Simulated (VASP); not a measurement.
A run of VASP 6.6.1 is set up as follows.

Contents of INCAR:

```
PREC = Accurate
ENCUT = 520
EDIFF = 1E-6
ISMEAR = 0
SIGMA = 0.1
LREAL = F
LASPH = T
NELM = 80
ALGO = Normal
ISIF = 2
LWAVE = F
LCHARG = F
GGA = PE
NBANDS = 23
```

File KPOINTS:

```
regular mesh
0
Gamma
  6 6 2
```

Contents of POSCAR:

```
RuC4
1.0
    2.7096335326      0.0000000000      0.0000000000
   -1.3548167663      2.3466114742      0.0000000000
    0.0000000000      0.0000000000      6.1855396188
Ru C
1 4
Direct
    0.0000000000      0.0000000000      0.0000000000
    0.3333333333      0.6666666667      0.7808597941
    0.3333333333      0.6666666667      0.5435308847
    0.6666666667      0.3333333333      0.2191402059
    0.6666666667      0.3333333333      0.4564691153
```

Potentials or basis: VASP PAW PBE potentials, release 64 (Ru_pv, C).

The run is started by

```console
$ cat potpaw_PBE.64/Ru_pv/POTCAR potpaw_PBE.64/C/POTCAR > POTCAR
$ mpirun -np 1 vasp_std > vasp.out
```

Problem. Predict the band gap on the k mesh.

Solution. Zero (band 15 reaches 10.88 eV, above the bottom of band 16 at 10.13 eV).

Problem. Estimate the largest force.

Solution. 0.047 eV/Å.

Problem. Predict the pressure.

Solution. 0.0 GPa.

Forces in eV/Å, atoms in the order of the input:
```
Ru   0.000  0.000  0.000
C    0.000  0.000 -0.003
C    0.000  0.000 -0.047
C    0.000  0.000  0.003
C    0.000  0.000  0.047
```

Caveat: the k points lie up to 0.51 Å⁻¹ apart.
